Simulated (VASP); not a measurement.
The system is Ge3Pt.

```
Ge Pt
1.0
     3.54207    0.00000    0.00000
     0.00000    3.54207    0.00000
     0.00000    0.00000    7.22473
Ge Pt
3 1
Direct
  0.00000 0.00000 0.65094
  0.00000 0.00000 0.34906
  0.50000 0.50000 0.00000
  0.00000 0.00000 0.00000
```

- Program: VASP 6.6.1
- Task: relaxation of cell and atoms
- Functional: PBE
- Potentials or basis: VASP PAW PBE potentials, release 64 (Ge_d, Pt)
- Cutoff: 600 eV
- k mesh: 6 × 6 × 4
- Occupations: gaussian, width 0.1 eV
- Spin: no spin polarisation

At the start: pressure 4.8 GPa; volume 22.66 Å³/atom.

Problem. How do energy, volume and symmetry change on relaxing?

Solution. Over 9 steps the energy falls by 94.8 meV/atom and the volume is 23.72 Å³/atom (+4.7 %); space group P4/mmm (No. 123, to 0.05 Å).

The path:
| step | energy change (eV) | largest force (eV/Å) | pressure (GPa) | volume (Å³) |
| --- | --- | --- | --- | --- |
| 1 | 0.0000 | 2.6282 | 4.81 | 90.64 |
| 2 | -0.3205 | 0.1454 | -2.79 | 99.77 |
| 3 | -0.3395 | 0.2620 | -1.53 | 97.26 |
| 4 | -0.3404 | 0.1649 | -1.81 | 97.75 |
| 5 | -0.3738 | 0.1852 | 0.20 | 94.65 |
| 6 | -0.3738 | 0.1908 | 0.25 | 94.60 |
| 7 | -0.3786 | 0.0929 | 0.08 | 94.73 |
| 8 | -0.3789 | 0.0673 | 0.06 | 94.76 |
| 9 | -0.3792 | 0.0206 | -0.07 | 94.89 |

Final structure:
```
Ge Pt
1.0
     3.50545    0.00000    0.00000
     0.00000    3.50545    0.00000
     0.00000    0.00000    7.72166
Ge Pt
3 1
Direct
  0.00000 0.00000 0.66547
  0.00000 0.00000 0.33453
  0.50000 0.50000 0.00000
  0.00000 0.00000 0.00000
```
